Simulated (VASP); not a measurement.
# ZnO (P4/nmm) in VASP: notebook, part 2 of 2

VASP 6.6.1. Earlier steps stand in the parts before.

## Step 3: Relaxation of cell and atoms, PBE

File INCAR:

```
SYSTEM = ZnO
PREC     = Accurate       ! precision mode
ENCUT    = 600            ! plane-wave cutoff, eV
EDIFF    = 1E-7           ! SCF threshold, eV
ISMEAR   = 0              ! smearing method
SIGMA    = 0.1            ! smearing width, eV
LREAL    = .FALSE.        ! projectors in reciprocal space
LASPH    = .TRUE.         ! aspherical terms in the spheres
NELM     = 80             ! most SCF steps
ALGO     = Normal         ! electronic algorithm
ISIF     = 3              ! what is computed and relaxed
LWAVE    = .FALSE.        ! write WAVECAR
LCHARG   = .FALSE.        ! write CHGCAR
GGA      = PE             ! functional
IBRION   = 2              ! ionic algorithm
NSW      = 90             ! ionic steps
EDIFFG   = -0.04          ! ionic threshold
```

File KPOINTS:

```
regular mesh
0
G
  4 4 4
  0 0 0
```

File POSCAR:

```
ZnO
1.0
    3.7835269700      0.0000000000      0.0000000000
    0.0000000000      3.7835269700      0.0000000000
    0.0000000000      0.0000000000      3.8463157900
Zn O
2 2
Direct
    0.0000000000      0.0000000000      0.5000000000
    0.5000000000      0.5000000000      0.5000000000
    0.0000000000      0.5000000000      0.9761709300
    0.5000000000      0.0000000000      0.0238290700
```

Potentials or basis: VASP PAW PBE potentials, release 64 (Zn, O).

Launch:

```sh
$ cat potpaw_PBE.64/Zn/POTCAR potpaw_PBE.64/O/POTCAR > POTCAR
$ mpirun -np 1 vasp_std > vasp.out
```

OUTCAR:

```text
SYSTEM = ZnO
   PREC = Accurate
   ENCUT = 600
   EDIFF = 1E-7
   ISMEAR = 0
   LREAL = .FALSE.
   LASPH = .TRUE.
   NELM = 80
   ISIF = 3
   GGA = PE
   IBRION = 2
   NSW = 90
   EDIFFG = -0.04

 ion  position               nearest neighbor table
   1  0.000  0.000  0.500-   2 2.68   2 2.68   2 2.68   2 2.68
   2  0.500  0.500  0.500-   1 2.68   1 2.68   1 2.68   1 2.68
   3  0.000  0.500  0.976-
   4  0.500  0.000  0.024-

  LATTYP: Found a simple tetragonal cell.
 ALAT       =     3.7835269700
 C/A-ratio  =     1.0165953145

  Lattice vectors:

 A1 = (   3.7835269700,   0.0000000000,   0.0000000000)
 A2 = (   0.0000000000,   3.7835269700,   0.0000000000)
 A3 = (   0.0000000000,   0.0000000000,   3.8463157900)

Analysis of symmetry for initial positions (statically):
=====================================================================
 Subroutine PRICEL returns:
 Original cell was already a primitive cell.

 Routine SETGRP: Setting up the symmetry group for a
 simple tetragonal supercell.

 Subroutine GETGRP returns: Found 16 space group operations
 (whereof  8 operations were pure point group operations)
 out of a pool of 16 trial point group operations.

The static configuration has the point symmetry D_2d.
 The point group associated with its full space group is D_4h.

Analysis of symmetry for dynamics (positions and initial velocities):
=====================================================================
 Subroutine PRICEL returns:
 Original cell was already a primitive cell.

 Routine SETGRP: Setting up the symmetry group for a
 simple tetragonal supercell.

 Subroutine GETGRP returns: Found 16 space group operations
 (whereof  8 operations were pure point group operations)
 out of a pool of 16 trial point group operations.

The dynamic configuration has the point symmetry D_2d.
[... 115 lines left out ...]
   IMIX   =      4    mixing-type and parameters
     AMIX     =   0.40;   BMIX     =  1.00
     AMIX_MAG =   1.60;   BMIX_MAG =  1.00
  volume/ion in A,a.u.               =      13.77        92.89
  Fermi-wavevector in a.u.,A,eV,Ry     =   1.420898  2.685107 27.469484  2.018950
  Thomas-Fermi vector in A             =   2.541764
   LORBIT       =      0    0 simple, 1 ext, 2 COOP (PROOUT), +10 PAW based schemes
   GGA     = PE    functional components
   LHFCALC =     F    Hartree Fock is set to
   AEXX    =    0.0000 exact exchange contribution
   IVDW    =     0    specifies the selected vdW correction
   LEPSILON=     F    determine dielectric tensor
   LRPA    =     F    only Hartree local field effects (RPA)
 conjugate gradient relaxation of ions
 non-spin polarized calculation
 Gauss-broadening in eV      SIGMA  =   0.10
  energy-cutoff  :      600.00
  volume of cell :       55.06
 maximum number of plane-waves:      1872
   NGX = 15   NGY = 15   NGZ = 15

--------------------------------------- Ionic step        1  -------------------------------------------

 number of electron      36.0000013 magnetization

 Free energy of the ion-electron system (eV)
  ---------------------------------------------------
  ext. energy  EPLUGINS =         0.00000000
  ---------------------------------------------------
  free energy    TOTEN  =       -10.99820359 eV

  energy without entropy =      -10.98280777  energy(sigma->0) =      -10.99050568

------------------------ aborting loop because EDIFF is reached ----------------------------------------

  FORCE on cell =-STRESS in cart. coord.  units (eV):
  Direction    XX          YY          ZZ          XY          YZ          ZX
  --------------------------------------------------------------------------------------
  -------------------------------------------------------------------------------------
  Total       -0.7008162     -0.7008162    -16.8942951      0.0000000      0.0000000      0.0000000
  in kB      -20.3927651    -20.3927651   -491.6002004      0.0000000      0.0000000      0.0000000
  external PRESSURE =    -177.4619102 kB  Pullay stress =       0.0000000 kB
[... 95 lines left out ...]
  FREE ENERGIE OF THE ION-ELECTRON SYSTEM (eV)
  ---------------------------------------------------
  free  energy   TOTEN  =       -15.1182994931 eV

  energy  without entropy=      -15.1164128302  energy(sigma->0) =      -15.11735616

[... ionic steps 4 to 19 ...]

--------------------------------------- Ionic step       20  -------------------------------------------

 number of electron      35.9999978 magnetization

------------------------ aborting loop because EDIFF is reached ----------------------------------------
[... 71 lines left out ...]
--------------------------------------- Ionic step       22  -------------------------------------------

 number of electron      35.9999980 magnetization

 Free energy of the ion-electron system (eV)
  ---------------------------------------------------
  ext. energy  EPLUGINS =         0.00000000
  ---------------------------------------------------
  free energy    TOTEN  =       -16.55494343 eV

  energy without entropy =      -16.55494343  energy(sigma->0) =      -16.55494343

 E-fermi :   0.7222     XC(G=0): -10.3715

 val. band max:        0.2653214179   @ k =   0.2500   0.2500   0.0000
 cond. band min:       1.2930743393   @ k =   0.0000   0.0000   0.0000
 fundamental gap:      1.0277529214
 Fermi energy:         0.7221751896

 k-point     1 :       0.0000    0.0000    0.0000
  band No.  band energies     occupation
      1     -17.2147      2.00000
      2     -16.1865      2.00000
      3      -5.0954      2.00000
      4      -5.0412      2.00000
      5      -5.0412      2.00000
      6      -4.9916      2.00000
[... 470 lines left out ...]
  FREE ENERGIE OF THE ION-ELECTRON SYSTEM (eV)
  ---------------------------------------------------
  free  energy   TOTEN  =       -16.5549434291 eV

  energy  without entropy=      -16.5549434291  energy(sigma->0) =      -16.55494343

 reached required accuracy - stopping structural energy minimisation
```

OSZICAR:

```text
N       E                     dE             d eps       ncg     rms          rms(c)
DAV:   1     0.293146429226E+03    0.29315E+03   -0.20056E+04   792   0.247E+03
DAV:   2     0.166385296032E+02   -0.27651E+03   -0.26681E+03   864   0.453E+02
DAV:   3    -0.148313091093E+02   -0.31470E+02   -0.30612E+02   876   0.148E+02
[... 262 lines left out ...]
DAV:   4    -0.165549438269E+02    0.11308E-03   -0.17998E-04  1140   0.183E-01    0.141E-02
DAV:   5    -0.165549433337E+02    0.49317E-06   -0.37013E-05   940   0.641E-02    0.542E-03
DAV:   6    -0.165549431266E+02    0.20709E-06   -0.32965E-06  1212   0.411E-02    0.273E-03
DAV:   7    -0.165549434089E+02   -0.28225E-06   -0.65887E-07   882   0.142E-02    0.109E-03
DAV:   8    -0.165549434291E+02   -0.20211E-07   -0.25415E-07   494   0.120E-02
  22 F= -.16554943E+02 E0= -.16554943E+02  d E =-.944757E-03
```

CONTCAR:

```text
ZnO
   1.00000000000000
     3.8573999539054458    0.0000000000000000   -0.0000000000000000
     0.0000000000000000    3.8573999539054458   -0.0000000000000000
    -0.0000000000000000   -0.0000000000000000    3.5181340968946895
  Zn              O
     2     2
Direct
     0.0000000000000000    0.0000000000000000    0.5000000000000000
     0.5000000000000000    0.5000000000000000    0.5000000000000000
     0.0000000000000000    0.5000000000000000    0.6851592341600645
     0.5000000000000000    0.0000000000000000    0.3148407658399359

  0.00000000E+00  0.00000000E+00  0.00000000E+00
  0.00000000E+00  0.00000000E+00  0.00000000E+00
  0.00000000E+00  0.00000000E+00  0.00000000E+00
  0.00000000E+00  0.00000000E+00  0.00000000E+00
```

It took 5.7 min on 1 thread of Intel Xeon Platinum 8559C (Emerald Rapids), shared host; peak memory 0.18 GiB.

What came out:

```
Free energy                            : -16.5549 eV
Relaxed volume                         : 13.09 Å³/atom
Relaxed cell                           : a = 3.857 Å, b = 3.857 Å, c = 3.518 Å, α = 90.00°, β = 90.00°, γ = 90.00°
Space group after relaxing (to 0.05 Å) : P4/nmm (No. 129)
Energy gained by relaxing              : 1389.2 meV/atom
Ionic steps                            : 22
Pressure after relaxing                : 0.0 GPa
Largest force after relaxing           : 0.020 eV/Å
Band gap on the k mesh                 : 1.03 eV
```

Forces on the atoms (eV/Å):
```
Zn   0.000  0.000  0.000
Zn   0.000  0.000  0.000
O    0.000  0.000  0.020
O    0.000  0.000 -0.020
```

The path:
| step | energy change (eV) | largest force (eV/Å) | pressure (GPa) | volume (Å³) |
| --- | --- | --- | --- | --- |
| 1 | 0.0000 | 1.5740 | -17.75 | 55.06 |
| 2 | -3.5332 | 1.8347 | -10.53 | 43.10 |
| 3 | -4.1201 | 1.3882 | 0.53 | 39.19 |
| 4 | -4.1485 | 1.2093 | 6.83 | 37.76 |
| 5 | -4.1530 | 1.2515 | 5.21 | 38.10 |
| 6 | -4.3468 | 1.3480 | -0.27 | 39.50 |
| 7 | -4.4862 | 1.1731 | -7.23 | 42.07 |
| 8 | -4.5631 | 1.1249 | -7.15 | 42.24 |
| 9 | -4.7741 | 0.9103 | -6.53 | 42.77 |
| 10 | -5.0604 | 0.3280 | -3.78 | 43.83 |
| 11 | -5.0970 | 0.4575 | 4.12 | 45.98 |
| 12 | -5.1409 | 0.3072 | 1.67 | 45.29 |
| 13 | -5.2770 | 0.3750 | 3.39 | 45.73 |
| 14 | -5.4017 | 0.5876 | 8.44 | 46.54 |
| 15 | -5.5044 | 0.2701 | 2.06 | 49.17 |
| 16 | -5.5244 | 0.0310 | -1.98 | 51.25 |
| 17 | -5.5432 | 0.0097 | -1.53 | 51.80 |
| 18 | -5.5525 | 0.0609 | -0.38 | 53.26 |
| 19 | -5.5558 | 0.0365 | -0.79 | 52.79 |
| 20 | -5.5558 | 0.0340 | -0.81 | 52.74 |
| 21 | -5.5566 | 0.0416 | 0.30 | 52.19 |
| 22 | -5.5567 | 0.0198 | -0.01 | 52.35 |

Final structure:
```yaml
crystal:
  lattice:
    - [3.85740, 0.00000, 0.00000]
    - [0.00000, 3.85740, 0.00000]
    - [0.00000, 0.00000, 3.51813]
  atoms:
    - { symbol: Zn, position: [0.00000, 0.00000, 0.50000] }
    - { symbol: Zn, position: [0.50000, 0.50000, 0.50000] }
    - { symbol: O, position: [0.00000, 0.50000, 0.68516] }
    - { symbol: O, position: [0.50000, 0.00000, 0.31484] }
```

A k mesh can miss the band edges. A hybrid or GW would open this gap; PBE tends to underestimate it.

## Step 4: Single point, PBE, collinear spin, ferromagnetic start

File INCAR:

```
PREC = Accurate ; ENCUT = 520
EDIFF = 1E-6 ; ISMEAR = 0
SIGMA = 0.1 ; LREAL = False
LASPH = True ; NELM = 150
ALGO = Normal ; ISIF = 2
LWAVE = False ; LCHARG = False
ISPIN = 2 ; MAGMOM = 0 0 1 1
LORBIT = 11 ; GGA = PE
NBANDS = 30
```

File KPOINTS:

```
regular mesh
0
Gamma
  4 4 4
```

POSCAR is that of step 3.

Potentials or basis: VASP PAW PBE potentials, release 64 (Zn, O).

Launch:

```sh
$ cat potpaw_PBE.64/Zn/POTCAR potpaw_PBE.64/O/POTCAR > POTCAR
$ mpirun -np 1 vasp_std > vasp.out
```

OUTCAR:

```text
PREC = Accurate
   ENCUT = 520
   EDIFF = 1E-6
   ISMEAR = 0
   LREAL = False
   LASPH = True
   NELM = 150
   ISIF = 2
   ISPIN = 2
   LORBIT = 11
   GGA = PE

 ion  position               nearest neighbor table
   1  0.000  0.000  0.500-   2 2.68   2 2.68   2 2.68   2 2.68
   2  0.500  0.500  0.500-   1 2.68   1 2.68   1 2.68   1 2.68
   3  0.000  0.500  0.976-
   4  0.500  0.000  0.024-

  LATTYP: Found a simple tetragonal cell.
 ALAT       =     3.7835269700
 C/A-ratio  =     1.0165953145
[... 1409 lines left out ...]
  energy-cutoff  :      520.00
  volume of cell :       55.06
      direct lattice vectors                 reciprocal lattice vectors
     3.783526970  0.000000000  0.000000000     0.264303653  0.000000000  0.000000000
     0.000000000  3.783526970  0.000000000     0.000000000  0.264303653  0.000000000
     0.000000000  0.000000000  3.846315790     0.000000000  0.000000000  0.259989053

 POSITION                                       TOTAL-FORCE (eV/Angst)
 -----------------------------------------------------------------------------------
      0.00000      0.00000      1.92316         0.000000     -0.000000     -0.000000
      1.89176      1.89176      1.92316        -0.000000      0.000000     -0.000000
      0.00000      1.89176      3.75466        -0.000000      0.000000     -1.582069
      1.89176      0.00000      0.09165         0.000000      0.000000      1.582069
 -----------------------------------------------------------------------------------
    total drift:                                0.000000      0.000000      0.000000

  FREE ENERGIE OF THE ION-ELECTRON SYSTEM (eV)
  ---------------------------------------------------
  free  energy   TOTEN  =       -11.0103993698 eV

  energy  without entropy=      -11.0026334133  energy(sigma->0) =      -11.00651639

 total charge

# of ion       s       p       d       tot
------------------------------------------
    1        0.461   0.226   9.775  10.463
    2        0.461   0.226   9.775  10.463
    3        1.612   3.120   0.000   4.732
    4        1.612   3.120   0.000   4.732
--------------------------------------------------
tot          4.147   6.693  19.551  30.391

 magnetization (x)

# of ion       s       p       d       tot
------------------------------------------
    1       -0.014  -0.009  -0.000  -0.023
    2       -0.014  -0.009  -0.000  -0.023
    3        0.001   0.186   0.000   0.187
    4        0.001   0.186   0.000   0.187
--------------------------------------------------
tot         -0.026   0.354  -0.001   0.327
```

OSZICAR:

```text
N       E                     dE             d eps       ncg     rms          rms(c)
DAV:   1     0.298299610435E+03    0.29830E+03   -0.17204E+04  2184   0.166E+03
DAV:   2     0.185412435167E+02   -0.27976E+03   -0.25673E+03  2232   0.378E+02
DAV:   3    -0.143500890185E+02   -0.32891E+02   -0.32156E+02  2400   0.120E+02
DAV:   4    -0.149777742025E+02   -0.62769E+00   -0.62525E+00  2484   0.177E+01
DAV:   5    -0.149805303992E+02   -0.27562E-02   -0.27561E-02  2382   0.119E+00    0.133E+01
DAV:   6    -0.122280343148E+02    0.27525E+01   -0.19067E+01  3156   0.831E+01    0.105E+01
DAV:   7    -0.111415909417E+02    0.10864E+01   -0.75872E+00  2770   0.169E+01    0.269E+00
DAV:   8    -0.110207031784E+02    0.12089E+00   -0.43588E-01  2376   0.450E+00    0.141E+00
DAV:   9    -0.110049289202E+02    0.15774E-01   -0.85639E-02  2358   0.186E+00    0.463E-01
DAV:  10    -0.110097262147E+02   -0.47973E-02   -0.14857E-02  2452   0.610E-01    0.188E-01
DAV:  11    -0.110100539500E+02   -0.32774E-03   -0.45924E-03  2502   0.333E-01    0.116E-01
DAV:  12    -0.110103772338E+02   -0.32328E-03   -0.57429E-04  2414   0.144E-01    0.365E-02
DAV:  13    -0.110103898102E+02   -0.12576E-04   -0.13535E-04  2536   0.575E-02    0.284E-02
DAV:  14    -0.110103987171E+02   -0.89069E-05   -0.52480E-05  2324   0.390E-02    0.891E-03
DAV:  15    -0.110103993698E+02   -0.65268E-06   -0.16980E-06  1968   0.865E-03
   1 F= -.11010399E+02 E0= -.11006516E+02  d E =-.776596E-02  mag=     0.3495
```

stdout:

```text
POSCAR found type information on POSCAR ZnO
 POSCAR found :  2 types and       4 ions
 scaLAPACK will be used
 LDA part: xc-table for (Slater+PW92), standard interpolation
 POSCAR, INCAR and KPOINTS ok, starting setup
 FFT: planning ... GRIDC
 FFT: planning ... GRID_SOFT
 FFT: planning ... GRID
 WAVECAR not read
 entering main loop
```

Run time: 40 s. Hardware: 1 thread of Intel Xeon Platinum 8559C (Emerald Rapids), shared host; peak memory 0.19 GiB.

What came out:

```yaml
Free_energy: -11.0104 eV
Pressure: -17.5 GPa
Largest_force: 1.582 eV/Å
Net_moment: 0.35 μB per cell
Site_moments: Zn -0.02; O +0.19 μB
Valence_electrons_inside_the_program's_atomic_spheres: Zn 10.46; O 4.73
```

Forces on the atoms (eV/Å):
```
Zn   0.000  0.000  0.000
Zn   0.000  0.000  0.000
O    0.000  0.000 -1.582
O    0.000  0.000  1.582
```

Caveat: the k points lie up to 0.42 Å⁻¹ apart; forces of over 1 eV/Å act on the atoms, so gaps and moduli don't describe the material at rest.

## Step 5: The runs side by side

```csv
task,spin,cell,cutoff (eV),gap on the mesh (eV),pressure (GPa),largest force (eV/Å)
single point,off,as given,520,none,-17.6,1.57
relaxation of cell and atoms,off,relaxed,600,1.03,0.0,0.02
single point,"collinear, ferromagnetic start",as given,520,none,-17.5,1.58
```

Alike in all rows: level PBE; potentials or basis VASP PAW PBE potentials, release 64 (Zn, O); k mesh 4 × 4 × 4; smearing gaussian 0.1 eV.

Caveats: some runs use coarse meshes; forces of over 1 eV/Å act on the atoms, so gaps and moduli don't describe the material at rest (some runs).

Total energies depend on the potentials used, so only differences within one code and one set of settings carry meaning.
